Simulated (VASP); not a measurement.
# C in VASP: notebook, part 2 of 2

VASP 6.6.1. Earlier steps stand in the parts before.

### Step 5. Relaxation of cell and atoms, PBEsol

This run uses another cell than the first one: it holds 12 atoms, not 2.

The input, INCAR:

```
SYSTEM = C
PREC     = Accurate       ! precision mode
ENCUT    = 600            ! plane-wave cutoff, eV
EDIFF    = 1E-6           ! SCF threshold, eV
ISMEAR   = 0              ! smearing method
SIGMA    = 0.1            ! smearing width, eV
LREAL    = .False.        ! projectors in reciprocal space
LASPH    = .True.         ! aspherical terms in the spheres
NELM     = 100            ! most SCF steps
ALGO     = Normal         ! electronic algorithm
ISIF     = 3              ! what is computed and relaxed
LWAVE    = .False.        ! write WAVECAR
LCHARG   = .False.        ! write CHGCAR
GGA      = PS             ! functional
IBRION   = 2              ! ionic algorithm
NSW      = 90             ! ionic steps
EDIFFG   = -0.04          ! ionic threshold
```

The input, KPOINTS:

```
Automatic mesh
0
Gamma
  6 6 6
  0 0 0
```

The input, POSCAR:

```
C
1.0
    2.8676954686      1.6556647507      4.8905740518
   -2.8676954686      1.6556647507      4.8905740518
    0.0000000000     -3.3113295014      4.8905740518
C
12
Direct
    0.0101900000      0.6536100000      0.0101900000
    0.0101900000      0.0101900000      0.6536100000
    0.6536100000      0.0101900000      0.0101900000
    0.9898100000      0.3463900000      0.9898100000
    0.3463900000      0.9898100000      0.9898100000
    0.9898100000      0.9898100000      0.3463900000
    0.2211800000      0.6306000000      0.2211800000
    0.2211800000      0.2211800000      0.6306000000
    0.6306000000      0.2211800000      0.2211800000
    0.7788200000      0.3694000000      0.7788200000
    0.3694000000      0.7788200000      0.7788200000
    0.7788200000      0.7788200000      0.3694000000
```

Launch:

```
$ cat potpaw_PBE.64/C/POTCAR > POTCAR
$ mpirun -np 1 vasp_std > vasp.out
```

Wall time 1.5 h (1 thread of AMD EPYC 7R43 (Zen 3), shared host); peak memory 0.33 GiB.

The run converged. Its results:

```
Free energy                            : -96.8667 eV
Relaxed volume                         : 11.67 Å³/atom
Relaxed cell                           : a = 6.859 Å, b = 6.859 Å, c = 6.859 Å, α = 43.76°, β = 43.76°, γ = 43.76°
Space group after relaxing (to 0.05 Å) : R-3m (No. 166)
Energy gained by relaxing              : 2505.3 meV/atom
Ionic steps                            : 35
Pressure after relaxing                : 0.2 GPa
Largest force after relaxing           : 0.039 eV/Å
Band gap on the k mesh                 : zero (band 24 reaches 1.67 eV, above the bottom of band 25 at 1.58 eV)
```

Forces in eV/Å, atoms in the order of the input:
```
C    0.000  0.000  0.039
C    0.000  0.000  0.039
C    0.000  0.000  0.039
C    0.000  0.000 -0.039
C    0.000  0.000 -0.039
C    0.000  0.000 -0.039
C   -0.023  0.014 -0.025
C    0.000 -0.027 -0.025
C    0.023  0.014 -0.025
C    0.023 -0.014  0.025
C   -0.023 -0.014  0.025
C    0.000  0.027  0.025
```

Stress tensor (GPa, compression positive):
```
0.27 0.00 0.00
0.00 0.27 0.00
0.00 0.00 0.09
```

Step by step:
```tsv
step	energy change (eV)	largest force (eV/Å)	pressure (GPa)	volume (Å³)
1	0.0000	1.4145	-30.16	139.32
2	-7.4389	3.4969	-13.46	99.73
3	-8.0972	4.6091	4.10	89.30
4	-13.2734	4.1989	62.39	74.82
5	-13.2825	3.8463	68.90	74.01
6	-15.1294	3.0586	84.37	73.97
7	-15.1833	4.0611	89.74	73.96
8	-19.3631	2.8813	66.10	80.30
9	-26.2154	11.1930	34.54	101.25
10	-28.7861	3.4889	11.91	110.62
11	-29.3060	1.1335	-0.08	118.41
12	-29.3930	1.0061	-0.09	119.83
13	-29.5571	0.7519	-0.01	124.12
14	-29.3949	2.7608	1.11	132.94
15	-29.5768	1.0977	0.24	126.39
16	-29.6316	0.6926	0.33	128.48
17	-29.6326	0.7145	0.37	128.81
18	-29.6708	0.7022	0.37	129.63
19	-29.7631	0.7005	0.36	132.08
20	-29.8506	1.4316	0.12	137.03
21	-29.8755	1.1840	-0.28	137.57
22	-29.9298	0.5704	-1.46	139.21
23	-29.9460	0.9034	-3.75	142.49
24	-29.9546	0.4083	-2.91	141.27
25	-29.9700	0.3584	-2.80	141.47
26	-30.0066	0.2276	-2.50	142.06
27	-30.0307	0.1708	-2.01	143.20
28	-30.0316	0.1305	-2.08	143.01
29	-30.0419	0.2132	-1.12	142.36
30	-30.0472	0.3838	0.27	141.44
31	-30.0555	0.2826	0.35	141.03
32	-30.0614	0.3553	0.54	140.14
33	-30.0619	0.2470	-0.01	139.88
34	-30.0637	0.0522	0.26	140.00
35	-30.0642	0.0388	0.21	140.10
```

Final structure:
```yaml
crystal:
  lattice:
    - [2.55587, 1.47563, 6.19110]
    - [-2.55587, 1.47563, 6.19110]
    - [0.00000, -2.95127, 6.19110]
  atoms:
    - { symbol: C, position: [0.92275, 0.64990, 0.92275] }
    - { symbol: C, position: [0.92275, 0.92275, 0.64990] }
    - { symbol: C, position: [0.64990, 0.92275, 0.92275] }
    - { symbol: C, position: [0.07725, 0.35010, 0.07725] }
    - { symbol: C, position: [0.35010, 0.07725, 0.07725] }
    - { symbol: C, position: [0.07725, 0.07725, 0.35010] }
    - { symbol: C, position: [0.15195, 0.69457, 0.15195] }
    - { symbol: C, position: [0.15195, 0.15195, 0.69457] }
    - { symbol: C, position: [0.69457, 0.15195, 0.15195] }
    - { symbol: C, position: [0.84805, 0.30543, 0.84805] }
    - { symbol: C, position: [0.30543, 0.84805, 0.84805] }
    - { symbol: C, position: [0.84805, 0.84805, 0.30543] }
```

Levels at points of the mesh, in eV from the Fermi level:
| k point | band 22 | band 23 | band 24 | band 25 | band 26 | band 27 |
| --- | --- | --- | --- | --- | --- | --- |
| (0.00, 0.00, 0.00) | -1.59 | -0.70 | -0.70 | 0.36 | 0.36 | 3.13 |
| (0.50, 0.00, 0.00) | -1.79 | -0.83 | -0.09 | 0.20 | 1.10 | 2.70 |
| (0.50, 0.50, 0.00) | -2.31 | -0.27 | 0.08 | 0.19 | 1.07 | 2.45 |
| (0.50, 0.50, 0.50) | -1.87 | 0.08 | 0.08 | 0.28 | 0.28 | 3.18 |

Caveat: the PAW data sets were made with another functional, which shifts forces and pressure a little.

### Step 6. Single point, PBEsol

This run uses another cell than the first one: it holds 12 atoms, not 2.

The input, INCAR:

```
SYSTEM = C
ALGO = Normal ; EDIFF = 1E-7
ENCUT = 520 ; GGA = PS
ISIF = 2 ; ISMEAR = 0
LASPH = .True. ; LCHARG = .False.
LREAL = .False. ; LWAVE = .False.
NBANDS = 36 ; NELM = 100
PREC = Accurate ; SIGMA = 0.1
```

The input, KPOINTS:

```
k-points
0
Gamma
  9 9 9
  0 0 0
```

The input, POSCAR:

```
C
1.0
    2.5567482409      1.4761392851      6.8884794184
   -2.5567482409      1.4761392851      6.8884794184
    0.0000000000     -2.9522785703      6.8884794184
C
12
Direct
    0.9245994576      0.6512126920      0.9245994576
    0.9245994576      0.9245994576      0.6512126920
    0.6512126920      0.9245994576      0.9245994576
    0.0754005424      0.3487873080      0.0754005424
    0.3487873080      0.0754005424      0.0754005424
    0.0754005424      0.0754005424      0.3487873080
    0.1517736913      0.6957686480      0.1517736913
    0.1517736913      0.1517736913      0.6957686480
    0.6957686480      0.1517736913      0.1517736913
    0.8482263087      0.3042313520      0.8482263087
    0.3042313520      0.8482263087      0.8482263087
    0.8482263087      0.8482263087      0.3042313520
```

Potentials or basis: VASP PAW PBE potentials, release 64 (C).

Launch:

```
$ cat potpaw_PBE.64/C/POTCAR > POTCAR
$ mpirun -np 1 vasp_std > vasp.out
```

Wall time 34 min (1 thread of AMD EPYC 7R43 (Zen 3), shared host); peak memory 0.54 GiB.

It converged, with:

```
Free energy            : -96.9008 eV
Pressure               : 0.4 GPa
Largest force          : 0.118 eV/Å
Band gap on the k mesh : zero (band 24 reaches 0.71 eV, above the bottom of band 25 at 0.64 eV)
```

Forces in eV/Å, atoms in the order of the input:
```
C    0.102 -0.059  0.000
C    0.000  0.118  0.000
C   -0.102 -0.059  0.000
C   -0.102  0.059  0.000
C    0.102  0.059  0.000
C    0.000 -0.118  0.000
C    0.071 -0.041  0.000
C    0.000  0.082  0.000
C   -0.071 -0.041  0.000
C   -0.071  0.041  0.000
C    0.071  0.041  0.000
C    0.000 -0.082  0.000
```

Stress tensor (GPa, compression positive):
```
 0.55  0.00  0.00
 0.00  0.55  0.00
 0.00  0.00 -0.01
```

Levels at points of the mesh, in eV from the Fermi level:
| k point | band 22 | band 23 | band 24 | band 25 | band 26 | band 27 |
| --- | --- | --- | --- | --- | --- | --- |
| (0.00, 0.00, 0.00) | -1.44 | -0.29 | -0.29 | 0.35 | 0.35 | 3.20 |

Caveat: the PAW data sets were made with another functional, which shifts forces and pressure a little.

### Step 7. Summary

```tsv
task	potentials or basis	cell	k mesh	cutoff (eV)	smearing	second run	gap on the mesh (eV)	pressure (GPa)	relaxed volume (Å³/atom)	largest force (eV/Å)
relaxation of cell and atoms	VASP PAW PBE potentials, release 64 (C_h)	relaxed from a = 3.332 Å, angles 54.5°, 2 atoms	6 × 6 × 6	910	gaussian 0.1 eV	hard_potentials	4.05	-0.9	-	0.02
single point	VASP PAW PBE potentials, release 64 (C)	a = 2.459, b = 2.459, c = 3.893 Å, angles 108.3, 108.3, 60.0°, 2 atoms	14 × 14 × 8	520	gaussian 0.02 eV	-	0.89	0.6	-	-
relaxation of cell and atoms	VASP PAW PBE potentials, release 64 (C)	relaxed from a = 2.456, b = 2.456, c = 3.765 Å, angles 108.5, 108.5, 60.0°, 2 atoms	14 × 14 × 8	600	gaussian 0.02 eV	-	0.78	0.0	9.18	-
relaxation of cell and atoms	VASP PAW PBE potentials, release 64 (C)	relaxed from a = 5.906 Å, angles 58.1°, 12 atoms	6 × 6 × 6	600	gaussian 0.1 eV	-	none	0.2	11.67	0.04
single point	VASP PAW PBE potentials, release 64 (C)	a = 7.494 Å, angles 39.9°, 12 atoms	9 × 9 × 9	520	gaussian 0.1 eV	-	none	0.4	-	0.12
```

Alike in all rows: level PBEsol; no spin polarisation.

Caveats: the PAW data sets were made with another functional, which shifts forces and pressure a little; this functional lacks dispersion, which binds the layers, so the pressure and a relaxed spacing across them are unreliable (some runs); the cutoff is under 1.25 times the usual one of these potentials, so pressure, stress and relaxed cells hold a basis-set (Pulay) error (some runs); the volume moved by over 15 % at a fixed basis, so the end points are rough (some runs).

Absolute energies hang on the potentials; compare differences alone.
